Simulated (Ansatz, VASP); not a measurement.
**One calculation of C, two programs**

The input POSCAR:

```
C
1.0
    2.5031953547      0.0000000000      0.0000000000
   -1.2515976774      2.1678307678      0.0000000000
    0.0000000000      0.0000000000      4.1688692743
C
4
Direct
    0.3333333333      0.6666666667      0.0002313159
    0.6666666667      0.3333333333      0.5002313159
    0.3333333333      0.6666666667      0.3747686841
    0.6666666667      0.3333333333      0.8747686841
```

The input INCAR.step1:

```
  PREC = Accurate
  ENCUT = 520
  EDIFF = 1E-5
  ISMEAR = 0
  SIGMA = 0.01
  LREAL = F
  LASPH = T
  NELM = 80
  ALGO = Normal
  ISIF = 2
  LWAVE = T
  LCHARG = F
  NBANDS = 16
  GGA = PE
```

INCAR.step2

```
  PREC = Accurate
  ENCUT = 520
  EDIFF = 1E-6
  ISMEAR = 0
  SIGMA = 0.01
  LREAL = F
  LASPH = T
  NELM = 80
  ALGO = Normal
  ISIF = 2
  LWAVE = F
  LCHARG = F
  GGA = PE
  LHFCALC = T
  HFSCREEN = 0.2079
  PRECFOCK = Normal
  NBANDS = 16
  ISTART = 1
```

File KPOINTS:

```
Automatic mesh
0
Gamma
  9 9 4
```

Input for Ansatz:

```yaml
crystal:
  lattice:
    - [2.5031953547, 0.0, 0.0]
    - [-1.2515976774, 2.1678307678, 0.0]
    - [0.0, 0.0, 4.1688692743]
  atoms:
    - { symbol: C, position: [0.3333333333, 0.6666666667, 0.0002313159] }
    - { symbol: C, position: [0.6666666667, 0.3333333333, 0.5002313159] }
    - { symbol: C, position: [0.3333333333, 0.6666666667, 0.3747686841] }
    - { symbol: C, position: [0.6666666667, 0.3333333333, 0.8747686841] }
kpoints:
  mp_grid: { grid: [9, 9, 4] }
  band_path:
    path:
      - [0.0, 0.0, 0.0]
      - [0.5, 0.0, 0.0]
      - [0.3333333333, 0.3333333333, 0.0]
      - [0.0, 0.0, 0.5]
      - [0.5, 0.0, 0.5]
      - [0.3333333333, 0.3333333333, 0.5]
    npoints: 1
hamiltonian:
  xc: hse06
scf:
  occupations: { method: fixed }
  n_extra_bands: 5
output:
  forces: true
  stress: true
  eigenvalues: true
  write_density: true
  write_potential: true
  elf: true
  volumetric_format: npy
```

Alike in both runs: task single point; functional HSE06; k mesh 9 × 9 × 4; no spin polarisation.

|  | VASP | Ansatz |
| --- | --- | --- |
| version | VASP 6.6.1 | Ansatz 0.2.0 |
| potentials or method | VASP PAW PBE potentials, release 64 (C) | plane waves, PAW |
| plane-wave cutoff (eV) | 520 | 420 |
| occupations | gaussian, width 0.01 eV | fixed |
| valence electrons in the cell | 16 | 16 |

|  | VASP | Ansatz | Ansatz less VASP |
| --- | --- | --- | --- |
| gap on the k mesh at the Fermi level (eV) | 4.37 | 4.38 | +0.012 |
| pressure (GPa) | -4.9 | -5.7 | -0.86 |
| traceless stress, the component that is largest in VASP (GPa) | -0.84 | -0.74 | +0.092 |
| rms of the force components (eV/Å) | 0.001 | 0.004 | +0.0035 |

Atom by atom the forces differ by 0.004 eV/Å (rms over components). Ansatz's warnings: stress exchange threshold loose, stress scf threshold loose.
